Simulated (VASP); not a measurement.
# ZnCd3Te4 (P-43m) in VASP: notebook, part 2 of 2

VASP 6.6.1. The steps go on from the part before.

### Step 3. Relaxation of the atoms, PBE (33.41 Å³/atom)

This run uses another cell than the first one, of 33.41 Å³/atom.

INCAR reads:

```
SYSTEM = ZnCd3Te4
ALGO     = Normal         ! electronic algorithm
EDIFF    = 1E-7           ! SCF threshold, eV
EDIFFG   = -0.01          ! ionic threshold
ENCUT    = 450            ! plane-wave cutoff, eV
GGA      = PE             ! functional
GGA_COMPAT= .FALSE.      
IBRION   = 2              ! ionic algorithm
ISIF     = 2              ! what is computed and relaxed
ISMEAR   = 0              ! smearing method
LASPH    = .TRUE.         ! aspherical terms in the spheres
LCHARG   = .FALSE.        ! write CHGCAR
LREAL    = .FALSE.        ! projectors in reciprocal space
LWAVE    = .FALSE.        ! write WAVECAR
NELM     = 120            ! most SCF steps
NELMIN   = 4            
NSW      = 50             ! ionic steps
PREC     = Accurate       ! precision mode
SIGMA    = 0.02           ! smearing width, eV
```

KPOINTS reads:

```
k-points
0
G
  4 4 4
  0 0 0
```

POSCAR reads:

```
ZnCd3Te4
1.0
    6.4416634974      0.0000000000      0.0000000000
    0.0000000000      6.4416634974      0.0000000000
    0.0000000000      0.0000000000      6.4416634974
Zn Cd Te
1 3 4
Direct
    0.0000000000      0.0000000000      0.0000000000
    0.0000000000      0.5000000000      0.5000000000
    0.5000000000      0.0000000000      0.5000000000
    0.5000000000      0.5000000000      0.0000000000
    0.7603282597      0.7603282597      0.2396717403
    0.7603282597      0.2396717403      0.7603282597
    0.2396717403      0.7603282597      0.7603282597
    0.2396717403      0.2396717403      0.2396717403
```

Potentials or basis: VASP PAW PBE potentials, release 64 (Zn, Cd, Te).

Command:

```
$ cat potpaw_PBE.64/Zn/POTCAR potpaw_PBE.64/Cd/POTCAR potpaw_PBE.64/Te/POTCAR > POTCAR
$ mpirun -np 1 vasp_std > vasp.out
```

OUTCAR:

```text
SYSTEM = ZnCd3Te4
   EDIFF = 1E-7
   EDIFFG = -0.01
   ENCUT = 450
   GGA = PE
   IBRION = 2
   ISIF = 2
   ISMEAR = 0
   LASPH = .TRUE.
   LREAL = .FALSE.
   NELM = 120
   NELMIN = 4
   NSW = 50
   PREC = Accurate

 ion  position               nearest neighbor table
   1  0.000  0.000  0.000-   5 2.67   6 2.67   7 2.67   8 2.67
   2  0.000  0.500  0.500-   5 2.83   6 2.83   7 2.83   8 2.83
   3  0.500  0.000  0.500-   5 2.83   6 2.83   7 2.83   8 2.83
   4  0.500  0.500  0.000-   5 2.83   6 2.83   7 2.83   8 2.83
   5  0.760  0.760  0.240-   1 2.67   2 2.83   3 2.83   4 2.83
   6  0.760  0.240  0.760-   1 2.67   2 2.83   3 2.83   4 2.83
   7  0.240  0.760  0.760-   1 2.67   2 2.83   3 2.83   4 2.83
   8  0.240  0.240  0.240-   1 2.67   2 2.83   3 2.83   4 2.83

  LATTYP: Found a simple cubic cell.
 ALAT       =     6.4416634974

  Lattice vectors:

 A1 = (   6.4416634974,   0.0000000000,   0.0000000000)
 A2 = (   0.0000000000,   6.4416634974,   0.0000000000)
 A3 = (   0.0000000000,   0.0000000000,   6.4416634974)

Analysis of symmetry for initial positions (statically):
=====================================================================
 Subroutine PRICEL returns:
 Original cell was already a primitive cell.

 Routine SETGRP: Setting up the symmetry group for a
 simple cubic supercell.

 Subroutine GETGRP returns: Found 24 space group operations
 (whereof 24 operations were pure point group operations)
 out of a pool of 48 trial point group operations.

The static configuration has the point symmetry T_d .

Analysis of symmetry for dynamics (positions and initial velocities):
=====================================================================
 Subroutine PRICEL returns:
 Original cell was already a primitive cell.

 Routine SETGRP: Setting up the symmetry group for a
 simple cubic supercell.

 Subroutine GETGRP returns: Found 24 space group operations
 (whereof 24 operations were pure point group operations)
 out of a pool of 48 trial point group operations.

The dynamic configuration has the point symmetry T_d .

 Subroutine INISYM returns: Found 24 space group operations
 (whereof 24 operations are pure point group operations),
 and found     1 'primitive' translations

----------------------------------------------------------------------------------------

                                     Primitive cell

  volume of cell :     267.2970

  direct lattice vectors                    reciprocal lattice vectors
     6.441663497  0.000000000  0.000000000     0.155239404  0.000000000  0.000000000
     0.000000000  6.441663497  0.000000000     0.000000000  0.155239404  0.000000000
     0.000000000  0.000000000  6.441663497     0.000000000  0.000000000  0.155239404

  length of vectors
     6.441663497  6.441663497  6.441663497     0.155239404  0.155239404  0.155239404

  position of ions in fractional coordinates (direct lattice)
     0.000000000  0.000000000  0.000000000
     0.000000000  0.500000000  0.500000000
     0.500000000  0.000000000  0.500000000
     0.500000000  0.500000000  0.000000000
     0.760328260  0.760328260  0.239671740
     0.760328260  0.239671740  0.760328260
     0.239671740  0.760328260  0.760328260
     0.239671740  0.239671740  0.239671740

  ion indices of the primitive-cell ions
   primitive index   ion index
                 1           1
                 2           2
                 3           3
                 4           4
                 5           5
                 6           6
                 7           7
                 8           8

----------------------------------------------------------------------------------------

 KPOINTS: k-points

Automatic generation of k-mesh.
 Grid dimensions read from file:
 generate k-points for:    4    4    4

 Generating k-lattice:

  Cartesian coordinates                     Fractional coordinates (reciprocal lattice)
     0.038809851  0.000000000  0.000000000     0.250000000  0.000000000  0.000000000
     0.000000000  0.038809851  0.000000000     0.000000000  0.250000000  0.000000000
     0.000000000  0.000000000  0.038809851     0.000000000  0.000000000  0.250000000

  Length of vectors
     0.038809851  0.038809851  0.038809851

  Shift w.r.t. Gamma in fractional coordinates (k-lattice)
     0.000000000  0.000000000  0.000000000

 Subroutine IBZKPT returns following result:
 ===========================================

 Found     10 irreducible k-points:

 Following reciprocal coordinates:
            Coordinates               Weight
  0.000000  0.000000  0.000000      1.000000
  0.250000  0.000000  0.000000      6.000000
  0.500000  0.000000  0.000000      3.000000
  0.250000  0.250000  0.000000     12.000000
  0.500000  0.250000  0.000000     12.000000
  0.500000  0.500000  0.000000      3.000000
  0.250000  0.250000  0.250000      8.000000
  0.500000  0.250000  0.250000     12.000000
  0.500000  0.500000  0.250000      6.000000
  0.500000  0.500000  0.500000      1.000000
   k-points           NKPTS =     10   k-points in BZ     NKDIM =     10   number of bands    NBANDS=     43
   number of dos      NEDOS =    301   number of ions     NIONS =      8
   total plane-waves  NPLWV = 110592
   dimension x,y,z NGX =    48 NGY =   48 NGZ =   48
   dimension x,y,z NGXF=    96 NGYF=   96 NGZF=   96
   ions per type =               1   3   4
   NGX,Y,Z   is equivalent  to a cutoff of  12.39, 12.39, 12.39 a.u.
   NGXF,Y,Z  is equivalent  to a cutoff of  24.78, 24.78, 24.78 a.u.
 SYSTEM =  ZnCd3Te4
   PREC   = accura    normal or accurate (medium, high low for compatibility)
   ISTART =      0    job   : 0-new  1-cont  2-samecut
   ICHARG =      2    charge: 1-file 2-atom 10-const
   ISPIN  =      1    spin polarized calculation?
   LNONCOLLINEAR =      F non collinear calculations
   LSORBIT =      F    spin-orbit coupling
   LASPH  =      T    aspherical Exc in radial PAW
   ENCUT  =  450.0 eV  33.07 Ry    5.75 a.u.  11.14 11.14 11.14*2*pi/ulx,y,z
   NELM   =    120;   NELMIN=  4; NELMDL= -5     # of ELM steps
   EDIFF  = 0.1E-06   stopping-criterion for ELM
   LREAL  =      F    real-space projection
   EDIFFG = -.1E-01   stopping-criterion for IOM
   NSW    =     50    number of steps for IOM
   IBRION =      2    ionic relax: 0-MD 1-quasi-New 2-CG
   NFREE  =      1    steps in history (QN), initial steepest desc. (CG)
   ISIF   =      2    stress and relaxation
   ISYM   =      2    0-nonsym 1-usesym 2-fastsym
   POTIM  = 0.5000    time-step for ionic-motion
   TEBEG  =    0.0;   TEEND  =   0.0 temperature during run
   PSTRESS=    0.0 pullay stress
   NELECT =      72.0000    total number of electrons
   NUPDOWN=      -1.0000    fix difference up-down
   EMIN   =  10.00;   EMAX   =-10.00  energy-range for DOS
   EFERMI =   0.00;   METHOD = LEGACY
   ISMEAR =     0;   SIGMA  =   0.02  broadening in eV -4-tet -1-fermi 0-gaus
   EFERMI_NEDOS =   21; number of points for ismear=-14 and -15
   IALGO  =     38    algorithm
   IMIX   =      4    mixing-type and parameters
     AMIX     =   0.40;   BMIX     =  1.00
     AMIX_MAG =   1.60;   BMIX_MAG =  1.00
  volume/ion in A,a.u.               =      33.41       225.48
  Fermi-wavevector in a.u.,A,eV,Ry     =   1.057274  1.997959 15.208983  1.117829
  Thomas-Fermi vector in A             =   2.192541
   LORBIT       =      0    0 simple, 1 ext, 2 COOP (PROOUT), +10 PAW based schemes
   GGA     = PE    functional components
   LHFCALC =     F    Hartree Fock is set to
   AEXX    =    0.0000 exact exchange contribution
   IVDW    =     0    specifies the selected vdW correction
   LEPSILON=     F    determine dielectric tensor
   LRPA    =     F    only Hartree local field effects (RPA)
 conjugate gradient relaxation of ions
 non-spin polarized calculation
 Gauss-broadening in eV      SIGMA  =   0.02
  energy-cutoff  :      450.00
  volume of cell :      267.30
 maximum number of plane-waves:      5832
 NGX is ok and might be reduce to    48
   NGX = 23   NGY = 23   NGZ = 23

--------------------------------------- Ionic step        1  -------------------------------------------

 number of electron      72.0000015 magnetization

 Free energy of the ion-electron system (eV)
  ---------------------------------------------------
  ext. energy  EPLUGINS =         0.00000000
  ---------------------------------------------------
  free energy    TOTEN  =       -19.52716807 eV

  energy without entropy =      -19.52716807  energy(sigma->0) =      -19.52716807

------------------------ aborting loop because EDIFF is reached ----------------------------------------

  FORCE on cell =-STRESS in cart. coord.  units (eV):
  Direction    XX          YY          ZZ          XY          YZ          ZX
  --------------------------------------------------------------------------------------
  -------------------------------------------------------------------------------------
  Total        2.0590630      2.0590630      2.0590630      0.0000000      0.0000000      0.0000000
  in kB       12.3420161     12.3420161     12.3420161      0.0000000      0.0000000      0.0000000
  external PRESSURE =      12.3420161 kB  Pullay stress =       0.0000000 kB
[... 71 lines left out ...]
--------------------------------------- Ionic step        3  -------------------------------------------

 number of electron      72.0000015 magnetization

 Free energy of the ion-electron system (eV)
  ---------------------------------------------------
  ext. energy  EPLUGINS =         0.00000000
  ---------------------------------------------------
  free energy    TOTEN  =       -19.52724250 eV

  energy without entropy =      -19.52724250  energy(sigma->0) =      -19.52724250

 E-fermi :   2.3981     XC(G=0):  -8.5622

 val. band max:        2.3067238228   @ k =   0.0000   0.0000   0.0000
 cond. band min:       3.0720379983   @ k =   0.0000   0.0000   0.0000
 fundamental gap:      0.7653141755
 Fermi energy:         2.3981480286

 k-point     1 :       0.0000    0.0000    0.0000
  band No.  band energies     occupation
      1      -8.8619      2.00000
      2      -8.2161      2.00000
      3      -8.2161      2.00000
      4      -8.2161      2.00000
      5      -5.8671      2.00000
      6      -5.8671      2.00000
[... 484 lines left out ...]
  FREE ENERGIE OF THE ION-ELECTRON SYSTEM (eV)
  ---------------------------------------------------
  free  energy   TOTEN  =       -19.5272425014 eV

  energy  without entropy=      -19.5272425014  energy(sigma->0) =      -19.52724250

 reached required accuracy - stopping structural energy minimisation
```

It took 2.1 min on 1 thread of AMD EPYC 7R13 (Zen 3), shared host; peak memory 0.35 GiB.

Results:

```yaml
Free_energy: -19.5272 eV
Energy_gained_by_relaxing: 0.0 meV/atom
Ionic_steps: 3
Pressure_after_relaxing: 1.2 GPa
Largest_force_after_relaxing: 0.005 eV/Å
Band_gap_on_the_k_mesh: 0.77 eV
```

Forces on the atoms (eV/Å):
```
Zn   0.000  0.000  0.000
Cd   0.000  0.000  0.000
Cd   0.000  0.000  0.000
Cd   0.000  0.000  0.000
Te   0.003  0.003 -0.003
Te   0.003 -0.003  0.003
Te  -0.003  0.003  0.003
Te  -0.003 -0.003 -0.003
```

Final structure:
```xyz
8
Lattice="6.4417 0.0000 0.0000 0.0000 6.4417 0.0000 0.0000 0.0000 6.4417" Properties=species:S:1:pos:R:3 pbc="T T T"
Zn    0.0000    0.0000    0.0000
Cd    0.0000    3.2208    3.2208
Cd    3.2208    0.0000    3.2208
Cd    3.2208    3.2208    0.0000
Te    4.8987    4.8987    1.5429
Te    4.8987    1.5429    4.8987
Te    1.5429    4.8987    4.8987
Te    1.5429    1.5429    1.5429
```

Caveat: spin-orbit coupling is left out, which moves the levels of the heavy elements.
